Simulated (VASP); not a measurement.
# Hg (P6_3/mmc) in VASP: notebook

The runs below take Hg through single point, with PBEsol+D3(BJ).

Everything below comes from runs of VASP 6.6.1. Logs are shortened: lines on timing, memory, paths and dates and some standing lists are left out, and cuts for length are marked.

### Step 1. The cell of the first run

The structure is hexagonal, space group P6_3/mmc (No. 194). The conventional cell has a = 3.132 Å, b = 3.132 Å, c = 5.332 Å, α = 90.00°, β = 90.00°, γ = 120.00°. Within 4.1 Å of Hg (site symmetry -6m2) lie 12 Hg at 3.13 to 3.22 Å.

### Step 2. Single point, PBEsol+D3(BJ) (22.65 Å³/atom)

File INCAR:

```
ALGO = Fast
EDIFF = 1E-6
ENCUT = 520
GGA = PS
ISIF = 2
ISMEAR = 0
IVDW = 12
LASPH = T
LCHARG = F
LREAL = F
LWAVE = F
NBANDS = 19
NELM = 60
PREC = Accurate
SIGMA = 0.15
```

File KPOINTS:

```
k-points
0
Gamma
  18 18 10
```

File POSCAR:

```
Hg
1.0
    3.1321283083      0.0000000000      0.0000000000
   -1.5660641541      2.7125026829      0.0000000000
    0.0000000000      0.0000000000      5.3315088064
Hg
2
Direct
    0.6666666667      0.3333333333      0.7500000000
    0.3333333333      0.6666666667      0.2500000000
```

Potentials or basis: VASP PAW PBE potentials, release 64 (Hg).

The run is started by

```sh
$ cat potpaw_PBE.64/Hg/POTCAR > POTCAR
$ mpirun -np 1 vasp_std > vasp.out
```

OUTCAR:

```text
EDIFF = 1E-6
   ENCUT = 520
   GGA = PS
   ISIF = 2
   ISMEAR = 0
   IVDW = 12
   LASPH = T
   LREAL = F
   NELM = 60
   PREC = Accurate
 IVDW          = 12

 ion  position               nearest neighbor table
   1  0.667  0.333  0.750-   2 3.22   2 3.22   2 3.22   2 3.22   2 3.22   2 3.22
   2  0.333  0.667  0.250-   1 3.22   1 3.22   1 3.22   1 3.22   1 3.22   1 3.22

  LATTYP: Found a hexagonal cell.
 ALAT       =     3.1321283083
 C/A-ratio  =     1.7022000000

  Lattice vectors:

 A1 = (   3.1321283083,   0.0000000000,   0.0000000000)
 A2 = (  -1.5660641541,   2.7125026829,   0.0000000000)
 A3 = (   0.0000000000,   0.0000000000,   5.3315088064)

Analysis of symmetry for initial positions (statically):
=====================================================================
 Subroutine PRICEL returns:
 Original cell was already a primitive cell.

 Routine SETGRP: Setting up the symmetry group for a
 hexagonal supercell.

 Subroutine GETGRP returns: Found 24 space group operations
 (whereof 12 operations were pure point group operations)
 out of a pool of 24 trial point group operations.

The static configuration has the point symmetry D_3d.
 The point group associated with its full space group is D_6h.

Analysis of symmetry for dynamics (positions and initial velocities):
=====================================================================
 Subroutine PRICEL returns:
 Original cell was already a primitive cell.

 Routine SETGRP: Setting up the symmetry group for a
 hexagonal supercell.

 Subroutine GETGRP returns: Found 24 space group operations
 (whereof 12 operations were pure point group operations)
 out of a pool of 24 trial point group operations.

The dynamic configuration has the point symmetry D_3d.
 The point group associated with its full space group is D_6h.

 Subroutine INISYM returns: Found 24 space group operations
 (whereof 12 operations are pure point group operations),
 and found     1 'primitive' translations

----------------------------------------------------------------------------------------

                                     Primitive cell

  volume of cell :      45.2960

  direct lattice vectors                    reciprocal lattice vectors
     3.132128308  0.000000000  0.000000000     0.319271722  0.184331615  0.000000000
    -1.566064154  2.712502683  0.000000000     0.000000000  0.368663230  0.000000000
     0.000000000  0.000000000  5.331508806     0.000000000  0.000000000  0.187564165

  length of vectors
     3.132128308  3.132128308  5.331508806     0.368663230  0.368663230  0.187564165

  position of ions in fractional coordinates (direct lattice)
     0.666666667  0.333333333  0.750000000
     0.333333333  0.666666667  0.250000000

  ion indices of the primitive-cell ions
   primitive index   ion index
                 1           1
                 2           2

----------------------------------------------------------------------------------------

 KPOINTS: k-points

Automatic generation of k-mesh.
 Grid dimensions read from file:
 generate k-points for:   18   18   10

 Generating k-lattice:

  Cartesian coordinates                     Fractional coordinates (reciprocal lattice)
     0.017737318  0.010240645  0.000000000     0.055555556  0.000000000  0.000000000
     0.000000000  0.020481291  0.000000000     0.000000000  0.055555556  0.000000000
     0.000000000  0.000000000  0.018756417     0.000000000  0.000000000  0.100000000

  Length of vectors
     0.020481291  0.020481291  0.018756417

  Shift w.r.t. Gamma in fractional coordinates (k-lattice)
     0.000000000  0.000000000  0.000000000

 Subroutine IBZKPT returns following result:
 ===========================================

 Found    222 irreducible k-points:

 Following reciprocal coordinates:
            Coordinates               Weight
  0.000000  0.000000  0.000000      1.000000
  0.055556  0.000000  0.000000      6.000000
  0.111111  0.000000  0.000000      6.000000
  0.166667  0.000000  0.000000      6.000000
  0.222222  0.000000  0.000000      6.000000
  0.277778  0.000000  0.000000      6.000000
[... 16 lines left out ...]
  0.333333  0.111111  0.000000     12.000000
  0.388889  0.111111  0.000000     12.000000
 [... further k-points ...]
   k-points           NKPTS =    222   k-points in BZ     NKDIM =    222   number of bands    NBANDS=     19
   number of dos      NEDOS =    301   number of ions     NIONS =      2
   total plane-waves  NPLWV =  23040
   dimension x,y,z NGX =    24 NGY =   24 NGZ =   40
   dimension x,y,z NGXF=    48 NGYF=   48 NGZF=   80
   ions per type =               2
   NGX,Y,Z   is equivalent  to a cutoff of  12.74, 12.74, 12.47 a.u.
   NGXF,Y,Z  is equivalent  to a cutoff of  25.48, 25.48, 24.95 a.u.
 SYSTEM =  unknown system
   PREC   = accura    normal or accurate (medium, high low for compatibility)
   ISTART =      0    job   : 0-new  1-cont  2-samecut
   ICHARG =      2    charge: 1-file 2-atom 10-const
   ISPIN  =      1    spin polarized calculation?
   LNONCOLLINEAR =      F non collinear calculations
   LSORBIT =      F    spin-orbit coupling
   LASPH  =      T    aspherical Exc in radial PAW
   ENCUT  =  520.0 eV  38.22 Ry    6.18 a.u.   5.82  5.82  9.91*2*pi/ulx,y,z
   NELM   =     60;   NELMIN=  2; NELMDL= -5     # of ELM steps
   EDIFF  = 0.1E-05   stopping-criterion for ELM
   LREAL  =      F    real-space projection
   EDIFFG = 0.1E-04   stopping-criterion for IOM
   NSW    =      0    number of steps for IOM
   IBRION =     -1    ionic relax: 0-MD 1-quasi-New 2-CG
   NFREE  =      0    steps in history (QN), initial steepest desc. (CG)
   ISIF   =      2    stress and relaxation
   ISYM   =      2    0-nonsym 1-usesym 2-fastsym
   POTIM  = 0.5000    time-step for ionic-motion
   TEBEG  =    0.0;   TEEND  =   0.0 temperature during run
   PSTRESS=    0.0 pullay stress
   NELECT =      24.0000    total number of electrons
   NUPDOWN=      -1.0000    fix difference up-down
   EMIN   =  10.00;   EMAX   =-10.00  energy-range for DOS
   EFERMI =   0.00;   METHOD = LEGACY
   ISMEAR =     0;   SIGMA  =   0.15  broadening in eV -4-tet -1-fermi 0-gaus
   EFERMI_NEDOS =   21; number of points for ismear=-14 and -15
   IALGO  =     68    algorithm
   IMIX   =      4    mixing-type and parameters
     AMIX     =   0.40;   BMIX     =  1.00
     AMIX_MAG =   1.60;   BMIX_MAG =  1.00
  volume/ion in A,a.u.               =      22.65       152.84
  Fermi-wavevector in a.u.,A,eV,Ry     =   1.324724  2.503365 23.876766  1.754893
  Thomas-Fermi vector in A             =   2.454237
   LORBIT       =      0    0 simple, 1 ext, 2 COOP (PROOUT), +10 PAW based schemes
   GGA     = PS    functional components
   LHFCALC =     F    Hartree Fock is set to
   AEXX    =    0.0000 exact exchange contribution
   IVDW    =    12    specifies the selected vdW correction
   LEPSILON=     F    determine dielectric tensor
   LRPA    =     F    only Hartree local field effects (RPA)
 non-spin polarized calculation
 RMM-DIIS sequential band-by-band and
 Gauss-broadening in eV      SIGMA  =   0.15
  energy-cutoff  :      520.00
  volume of cell :       45.30
 maximum number of plane-waves:      1238
 NGX is ok and might be reduce to    24
   NGX = 11   NGY = 11   NGZ = 19

 number of electron      24.0000006 magnetization

 Free energy of the ion-electron system (eV)
  ---------------------------------------------------
  ext. energy  EPLUGINS =         0.00000000
  ---------------------------------------------------
  free energy    TOTEN  =        -1.07063129 eV

  energy without entropy =       -1.06068090  energy(sigma->0) =       -1.06565610

 E-fermi :   2.7734     XC(G=0): -11.2793

 val. band max:        2.7599220357   @ k =   0.4444   0.1111   0.5000
 cond. band min:       2.8019980642   @ k =   0.3889   0.0000   0.0000
 fundamental gap:      0.0420760285
 Fermi energy:         2.7733868737

 k-point     1 :       0.0000    0.0000    0.0000
  band No.  band energies     occupation
      1      -6.5620      2.00000
      2      -5.4198      2.00000
      3      -4.3529      2.00000
      4      -4.1712      2.00000
      5      -4.1712      2.00000
      6      -4.0443      2.00000
[... 11 lines left out ...]
     18      17.8568      0.00000
     19      18.8445      0.00000

 k-point     2 :       0.0556    0.0000    0.0000
  band No.  band energies     occupation
      1      -6.4857      2.00000
      2      -5.3718      2.00000
      3      -4.3566      2.00000
      4      -4.1654      2.00000
      5      -4.1362      2.00000
      6      -4.0575      2.00000
[... 11 lines left out ...]
     18      18.1666      0.00000
     19      19.1843      0.00000

 k-point     3 :       0.1111    0.0000    0.0000
  band No.  band energies     occupation
      1      -6.2626      2.00000
      2      -5.2404      2.00000
      3      -4.3790      2.00000
      4      -4.1434      2.00000
      5      -4.0724      2.00000
      6      -4.0339      2.00000
[... 11 lines left out ...]
     18      18.3819      0.00000
     19      18.7292      0.00000

 k-point     4 :       0.1667    0.0000    0.0000
  band No.  band energies     occupation
      1      -5.9169      2.00000
      2      -5.0739      2.00000
      3      -4.4007      2.00000
      4      -4.1684      2.00000
      5      -3.9764      2.00000
      6      -3.9522      2.00000
[... 407 lines left out ...]
     18      14.9312      0.00000
     19      15.4918      0.00000

 k-point    23 :       0.3333    0.1111    0.0000
  band No.  band energies     occupation
      1      -5.0287      2.00000
      2      -4.8964      2.00000
      3      -4.7542      2.00000
      4      -4.1419      2.00000
      5      -3.9366      2.00000
      6      -3.8974      2.00000
[... 11 lines left out ...]
     18      14.4203      0.00000
     19      15.1656      0.00000

 k-point    24 :       0.3889    0.1111    0.0000
  band No.  band energies     occupation
      1      -5.0856      2.00000
      2      -4.9168      2.00000
      3      -4.8414      2.00000
      4      -4.1471      2.00000
      5      -3.9654      2.00000
      6      -3.8648      2.00000
[... 11 lines left out ...]
     18      14.0928      0.00000
     19      14.9673      0.00000

 [... further k-points ...]

------------------------ aborting loop because EDIFF is reached ----------------------------------------

 Edisp (eV)   -0.88235

 E8    (eV) :    -0.5985

  FORCE on cell =-STRESS in cart. coord.  units (eV):
  Direction    XX          YY          ZZ          XY          YZ          ZX
  --------------------------------------------------------------------------------------
  -------------------------------------------------------------------------------------
  Total      -0.34238    -0.34238    -0.39721    -0.00000     0.00000     0.00000
  in kB     -12.11056   -12.11056   -14.04985    -0.00000     0.00000     0.00000
  external pressure =      -12.76 kB  Pullay stress =        0.00 kB

 VOLUME and BASIS-vectors are now :
 -----------------------------------------------------------------------------
  energy-cutoff  :      520.00
  volume of cell :       45.30
      direct lattice vectors                 reciprocal lattice vectors
     3.132128308  0.000000000  0.000000000     0.319271722  0.184331615  0.000000000
    -1.566064154  2.712502683  0.000000000     0.000000000  0.368663230  0.000000000
     0.000000000  0.000000000  5.331508806     0.000000000  0.000000000  0.187564165

 POSITION                                       TOTAL-FORCE (eV/Angst)
 -----------------------------------------------------------------------------------
      1.56606      0.90417      3.99863        -0.000000     -0.000000      0.000000
     -0.00000      1.80834      1.33288         0.000000      0.000000      0.000000
 -----------------------------------------------------------------------------------
    total drift:                               -0.000000      0.000000     -0.000000

  FREE ENERGIE OF THE ION-ELECTRON SYSTEM (eV)
  ---------------------------------------------------
  free  energy   TOTEN  =        -1.9529766219 eV

  energy  without entropy=       -1.9430262339  energy(sigma->0) =       -1.94800143
```

Run time: 43 s. Hardware: 1 thread of Intel Xeon 6975P-C (Granite Rapids), shared host; peak memory 0.28 GiB.

Results:

| Item | Value |
| --- | --- |
| Free energy | -1.9530 eV |
| Pressure | -1.3 GPa |
| Band gap on the k mesh | zero (bands 12 and 13 overlap by 2.19 eV) |
| Dispersion energy per atom | -0.441 eV |

Caveat: the PAW data sets were made with another functional, which shifts forces and pressure a little; spin-orbit coupling is left out, which moves the levels of the heavy elements.

### Step 3. Single point, PBEsol+D3(BJ) (22.65 Å³/atom)

File INCAR:

```
PREC     = Accurate       # precision mode
ENCUT    = 520            # plane-wave cutoff, eV
EDIFF    = 1E-6           # SCF threshold, eV
ISMEAR   = 0              # smearing method
SIGMA    = 0.15           # smearing width, eV
LREAL    = False          # projectors in reciprocal space
LASPH    = True           # aspherical terms in the spheres
NELM     = 100            # most SCF steps
ALGO     = Fast           # electronic algorithm
ISIF     = 2              # what is computed and relaxed
LWAVE    = False          # write WAVECAR
LCHARG   = True           # write CHGCAR
GGA      = PS             # functional
IVDW     = 12             # dispersion correction
LELF     = True           # ELF
LVHAR    = True         
NBANDS   = 19             # bands
```

File KPOINTS:

```
regular mesh
0
Gamma
  18 18 10
```

File POSCAR:

```
Hg
1.0
    3.2602523460      0.0000000000      0.0000000000
   -1.6301261730      2.8234613544      0.0000000000
    0.0000000000      0.0000000000      4.9206988658
Hg
2
Direct
    0.6666666667      0.3333333333      0.7500000000
    0.3333333333      0.6666666667      0.2500000000
```

Potentials or basis: VASP PAW PBE potentials, release 64 (Hg).

The run is started by

```sh
$ cat potpaw_PBE.64/Hg/POTCAR > POTCAR
$ mpirun -np 1 vasp_std > vasp.out
```

Run time: 40 s. Hardware: 1 thread of Intel Xeon 6975P-C (Granite Rapids), shared host; peak memory 0.28 GiB.

The run converged. Its results:

```yaml
Free_energy: -1.9563 eV
Pressure: -1.0 GPa
Band_gap_on_the_k_mesh: zero (bands 12 and 13 overlap by 1.01 eV)
Dispersion_energy_per_atom: -0.441 eV
```

Levels at points of the mesh, in eV from the Fermi level:
```csv
k point,band 8,band 9,band 10,band 11,band 12,band 13,band 14,band 15,band 16,band 17
"(0.00, 0.00, 0.00)",-6.74,-6.74,-5.80,-5.80,-1.32,-0.52,11.87,11.87,12.62,14.37
"(0.50, 0.00, 0.00)",-5.90,-5.74,-5.59,-2.71,-2.62,3.46,3.69,4.36,6.34,7.70
"(0.00, 0.00, 0.50)",-6.61,-6.04,-6.04,-6.04,-6.04,8.41,8.41,12.86,12.86,13.08
"(0.50, 0.00, 0.50)",-5.82,-5.79,-5.79,-1.53,-1.53,-0.25,-0.25,9.00,9.00,11.05
```

Caveat: the PAW data sets were made with another functional, which shifts forces and pressure a little; spin-orbit coupling is left out, which moves the levels of the heavy elements.

The gap in the log of VASP goes by the Fermi energy; the results here count the filled bands.